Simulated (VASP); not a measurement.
# CO2 in VASP: a series of runs, part 2 of 2

VASP 6.6.1.

### Step 3. Molecular dynamics, PBE+D3(BJ)

The input, INCAR:

```
ALGO     = Normal         # electronic algorithm
EDIFF    = 1E-5           # SCF threshold, eV
ENCUT    = 520            # plane-wave cutoff, eV
GGA      = PE             # functional
IBRION   = 0              # ionic algorithm
ISIF     = 2              # what is computed and relaxed
ISMEAR   = -1             # smearing method
ISYM     = 0            
IVDW     = 12             # dispersion correction
LANGEVIN_GAMMA= 20 20        
LASPH    = T              # aspherical terms in the spheres
LCHARG   = F              # write CHGCAR
LREAL    = Auto         
LWAVE    = F              # write WAVECAR
MDALGO   = 3            
NBANDS   = 63             # bands
NELM     = 100            # most SCF steps
NELMIN   = 4            
NSW      = 40             # ionic steps
POTIM    = 1.0            # step
PREC     = Accurate       # precision mode
RANDOM_SEED= 434283 0 0   
SIGMA    = 0.02           # smearing width, eV
TEBEG    = 1000.0       
TEEND    = 1000.0
```

The input, KPOINTS:

```
k-points
0
Gamma
  1 1 1
```

The input, POSCAR:

```
CO2
1.0
    7.3434200000      0.0000000000      0.0000000000
    0.0000000000      7.3434200000      0.0000000000
    0.0000000000      0.0000000000      7.3434200000
C O
6 12
Direct
    0.3288817700      0.6637222700      0.9658913800
    1.0141282600      0.4803708500      0.5009280800
    0.8881649000      0.9542785400     -0.0003816900
    0.9249724100     -0.0343446700      0.4813031500
    0.4231795100      0.1657000300      0.8828731800
    0.5353300200      0.4793162700      0.4609081700
    0.2348649900      0.7624310800      0.8831821100
    0.4235940000      0.5654426900      1.0480178500
    0.9528789100      0.4456157500      0.6438962500
    1.0754616900      0.5154038000      0.3579783500
    0.8486266600      0.8394462000      0.1028168700
    0.9280036600      1.0690960000     -0.1033918800
    0.8284615000     -0.1432294700      0.5472630700
    1.0216476500      0.0744282400      0.4156158800
    0.4948768200      0.0856108600      1.0005532700
    0.3511641000      0.2453371100      0.7651339400
    0.4566617400      0.5996794000      0.5300032400
    0.6148997100      0.3591267500      0.3924647700
```

Potentials or basis: VASP PAW PBE potentials, release 64 (C, O).

On the command line:

```console
cat potpaw_PBE.64/C/POTCAR potpaw_PBE.64/O/POTCAR > POTCAR
mpirun -np 1 vasp_gam > vasp.out
```

OUTCAR:

```text
EDIFF = 1E-5
   ENCUT = 520
   GGA = PE
   IBRION = 0
   ISIF = 2
   ISMEAR = -1
   ISYM = 0
   IVDW = 12
   LASPH = T
   LREAL = Auto
   NELM = 100
   NELMIN = 4
   NSW = 40
   POTIM = 1.0
   PREC = Accurate
   TEBEG = 1000.0
 IVDW          = 12

 ion  position               nearest neighbor table
   1  0.329  0.664  0.966-   8 1.17   7 1.17
   2  0.014  0.480  0.501-   9 1.17  10 1.17
   3  0.888  0.954  1.000-  12 1.17  11 1.17
   4  0.925  0.966  0.481-  14 1.17  13 1.17
   5  0.423  0.166  0.883-  16 1.17  15 1.17
   6  0.535  0.479  0.461-  17 1.17  18 1.17
   7  0.235  0.762  0.883-   1 1.17
   8  0.424  0.565  0.048-   1 1.17
   9  0.953  0.446  0.644-   2 1.17
  10  0.075  0.515  0.358-   2 1.17
  11  0.849  0.839  0.103-   3 1.17
  12  0.928  0.069  0.897-   3 1.17
  13  0.828  0.857  0.547-   4 1.17
  14  0.022  0.074  0.416-   4 1.17
  15  0.495  0.086  0.001-   5 1.17
  16  0.351  0.245  0.765-   5 1.17
  17  0.457  0.600  0.530-   6 1.17
  18  0.615  0.359  0.392-   6 1.17

IMPORTANT INFORMATION: All symmetrisations will be switched off!
NOSYMM: (Re-)initialisation of all symmetry stuff for point group C_1.

----------------------------------------------------------------------------------------

                                     Primitive cell
[... 151 lines left out ...]

 Edisp (eV)   -0.79897

 E8    (eV) :    -0.2003
[... 179 lines left out ...]
  ENERGY OF THE ELECTRON-ION-THERMOSTAT SYSTEM (eV)
  ---------------------------------------------------
% ion-electron   TOTEN  =      -138.636333  see above
  kinetic energy EKIN   =         1.702992
  kin. lattice  EKIN_LAT=         0.000000  (temperature  731.94 K)
  nose potential ES     =         0.000000
  nose kinetic   EPS    =         0.000000
  ---------------------------------------------------
  total energy   ETOTAL =      -136.933340 eV

[... ionic steps 4 to 37 ...]

--------------------------------------- Ionic step       38  -------------------------------------------

 number of electron      96.0000002 magnetization

------------------------ aborting loop because EDIFF is reached ----------------------------------------
[... 127 lines left out ...]
--------------------------------------- Ionic step       40  -------------------------------------------

 number of electron      95.9999998 magnetization

 Free energy of the ion-electron system (eV)
  ---------------------------------------------------
  ext. energy  EPLUGINS =         0.00000000
  ---------------------------------------------------
  free energy    TOTEN  =      -136.80232577 eV

  energy without entropy =     -136.80232577  energy(sigma->0) =     -136.80232577

 E-fermi :  -4.5459     XC(G=0):  -6.1317

 val. band max:       -5.0389755394   @ k =   0.0000   0.0000   0.0000
 cond. band min:       0.3277134717   @ k =   0.0000   0.0000   0.0000
 fundamental gap:      5.3666890111
 Fermi energy:        -4.5459204313

 k-point     1 :       0.0000    0.0000    0.0000
  band No.  band energies     occupation
      1     -26.0121      2.00000
      2     -25.9555      2.00000
      3     -25.8214      2.00000
      4     -25.6820      2.00000
      5     -25.5955      2.00000
      6     -25.4703      2.00000
[... 52 lines left out ...]
     59       2.8537      0.00000
     60       3.2205      0.00000
 [bands above 60 left out]

------------------------ aborting loop because EDIFF is reached ----------------------------------------

 Edisp (eV)   -0.80113

 E8    (eV) :    -0.2011
[... 47 lines left out ...]
  ENERGY OF THE ELECTRON-ION-THERMOSTAT SYSTEM (eV)
  ---------------------------------------------------
% ion-electron   TOTEN  =      -137.603455  see above
  kinetic energy EKIN   =         1.775810
  kin. lattice  EKIN_LAT=         0.000000  (temperature  763.23 K)
  nose potential ES     =         0.000000
  nose kinetic   EPS    =         0.000000
  ---------------------------------------------------
  total energy   ETOTAL =      -135.827645 eV
```

CONTCAR:

```text
CO2
   1.00000000000000
     7.3434200000000001    0.0000000000000000    0.0000000000000000
     0.0000000000000000    7.3434200000000001    0.0000000000000000
     0.0000000000000000    0.0000000000000000    7.3434200000000001
  C               O
     6    12
Direct
     0.3329588428096084    0.6357066205344425    0.9606581189420267
     0.0258553287586749    0.4954551200715645    0.5002888515700765
     0.9012914008101891    0.9517283613707397    1.0377368302197567
     0.9124665356251109    0.9277172983427865    0.4936320301001124
     0.4507474306121728    0.1491954350897642    0.8675878664674733
     0.5197681788545653    0.4732133693650865    0.4471774046578207
[... 10 lines left out ...]
     0.4603073506257044    0.5975874331896741    0.5353079437110956
     0.6012271316094101    0.3489239834485227    0.3818044980157431

 -0.99927530E-02 -0.97097645E-03  0.16530940E-02
 -0.78001261E-02  0.50725393E-02 -0.62533093E-02
  0.16725922E-02 -0.36244222E-02 -0.67773996E-02
 -0.45437318E-02 -0.20563578E-02 -0.30040614E-02
  0.11736612E-01 -0.95011395E-02 -0.62296620E-02
 -0.70009452E-03 -0.85083223E-02 -0.49199162E-02
[... 10 lines left out ...]
  0.36703148E-02 -0.15803197E-02  0.38903927E-02
  0.12351631E-03  0.47327204E-02 -0.35866498E-02

           1
   1.00000000000000
  0.10000000E+01  0.00000000E+00  0.00000000E+00  0.00000000E+00
  0.33159807E+00  0.63557440E+00  0.96088323E+00
  0.24793136E-01  0.49614588E+00  0.49943730E+00
  0.90151917E+00  0.95123480E+00  0.36813909E-01
  0.91184779E+00  0.92743727E+00  0.49322295E+00
  0.45234568E+00  0.14790160E+00  0.86673953E+00
  0.51967284E+00  0.47205474E+00  0.44650743E+00
[... 46 lines left out ...]
  0.00000000E+00  0.00000000E+00  0.00000000E+00
  0.00000000E+00  0.00000000E+00  0.00000000E+00
```

It took 13 min on 1 thread of Intel Xeon Platinum 8259CL at 2.50GHz (Skylake/Cascade Lake), shared host; peak memory 0.46 GiB.

What came out:

- Dispersion energy per atom: -0.045 eV

Caveat: the k points lie up to 0.86 Å⁻¹ apart.
